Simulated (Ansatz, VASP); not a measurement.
## C in VASP and in Ansatz

INCAR

```
SYSTEM = C
PREC = Accurate ; ENCUT = 520
EDIFF = 1E-8 ; ISMEAR = -1
SIGMA = 0.08 ; LREAL = .False.
LASPH = .True. ; NELM = 80
ALGO = Normal ; ISIF = 2
LWAVE = .False. ; LCHARG = .False.
GGA = PE ; LEFG = .True.
NBANDS = 11
```

The input KPOINTS:

```
Automatic mesh
0
Gamma
  20 20 20
  0 0 0
```

File POSCAR:

```
C
1.0
    0.0000000000      1.7981395114      1.7981395114
    1.7981395114      0.0000000000      1.7981395114
    1.7981395114      1.7981395114      0.0000000000
C
2
Direct
    0.5000000000      0.5000000000      0.5000000000
    0.7500000000      0.7500000000      0.7500000000
```

Input for Ansatz:

```yaml
crystal:
  lattice:
    - [0.0, 1.7981395114, 1.7981395114]
    - [1.7981395114, 0.0, 1.7981395114]
    - [1.7981395114, 1.7981395114, 0.0]
  atoms:
    - { symbol: C, position: [0.5, 0.5, 0.5] }
    - { symbol: C, position: [0.75, 0.75, 0.75] }
kpoints:
  mp_grid: { grid: [20, 20, 20] }
scf:
  occupations: { method: fermi_dirac, width: 0.08 }
hamiltonian:
  xc: pbe
  pseudopotentials: { kind: paw }
output:
  forces: true
  stress: true
  eigenvalues: true
  efg: { contact_densities: true }
```

Change from the starting cell: volume scaled by 1.025, PAW files.

Alike in both runs: task electric field gradients; functional PBE; k mesh 20 × 20 × 20; occupations fermi-dirac, width 0.08 eV; no spin polarisation.

|  | VASP | Ansatz |
| --- | --- | --- |
| version | VASP 6.6.1 | Ansatz 0.2.0 |
| potentials or method | VASP PAW PBE potentials, release 64 (C) | PAW with Ansatz's default frozen-core files, scalar-relativistic |
| plane-wave cutoff (eV) | 520 | 420 |
| valence electrons in the cell | 8 | 8 |

```csv
,VASP,Ansatz,Ansatz less VASP
gap on the k mesh at the Fermi level (eV),4.08,4.09,+0.012
pressure (GPa),-8.0,-8.6,-0.58
```
